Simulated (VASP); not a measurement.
Input of a VASP 6.6.1 run:

Contents of POSCAR:

```
Mn2ZnAs2
1.0
    4.1597240000      0.0000000000      0.0000000000
   -2.0798620000      3.6024280000      0.0000000000
    0.0000000000      0.0000000000      6.6693590000
Mn As Zn
2 2 1
Direct
    0.3333000000      0.6667000000      0.3694400000
    0.6667000000      0.3333000000      0.6305600000
    0.3333000000      0.6667000000      0.7679300000
    0.6667000000      0.3333000000      0.2320700000
    0.0000000000      0.0000000000      0.0000000000
```

File INCAR.step1:

```
PREC = Accurate
ENCUT = 400
EDIFF = 1E-5
ISMEAR = 0
SIGMA = 0.1749
LREAL = False
LASPH = True
NELM = 200
ALGO = Normal
ISIF = 2
LWAVE = True
LCHARG = False
ISPIN = 2
MAGMOM = 4.36 4.36 0 0 0
LORBIT = 11
LMAXMIX = 4
GGA = PE
NBANDS = 36
GGA_COMPAT = False
```

File INCAR.step2:

```
PREC = Accurate
ENCUT = 400
EDIFF = 1E-6
ISMEAR = 0
SIGMA = 0.1749
LREAL = False
LASPH = True
NELM = 200
ALGO = Normal
ISIF = 2
LWAVE = False
LCHARG = False
ISPIN = 2
MAGMOM = 4.36 4.36 0 0 0
LORBIT = 11
LMAXMIX = 4
GGA = PE
LHFCALC = True
HFSCREEN = 0.2079
PRECFOCK = Normal
ISTART = 1
NBANDS = 36
GGA_COMPAT = False
```

File KPOINTS:

```
Automatic mesh
0
Gamma
  3 3 2
```

Potentials or basis: VASP PAW PBE potentials, release 64 (Mn_pv, As, Zn).

Command:

```bash
$ cat potpaw_PBE.64/Mn_pv/POTCAR potpaw_PBE.64/As/POTCAR potpaw_PBE.64/Zn/POTCAR > POTCAR
$ cp INCAR.step1 INCAR
$ mpirun -np 1 vasp_std > vasp.out
$ cp INCAR.step2 INCAR
$ mpirun -np 1 vasp_std > vasp.out
```

Q: Predict the pressure.

A: 0.6 GPa.

Q: Predict the largest force.

A: 0.317 eV/Å.

Stress tensor (GPa, compression positive):
```
0.90 0.01 0.01
0.01 0.91 0.00
0.01 0.00 0.03
```

Caveat: the k points lie up to 0.58 Å⁻¹ apart; the PAW data sets were made with another functional, which shifts forces and pressure a little; the run started ferromagnetic, and an antiferromagnetic order may lie lower in energy.
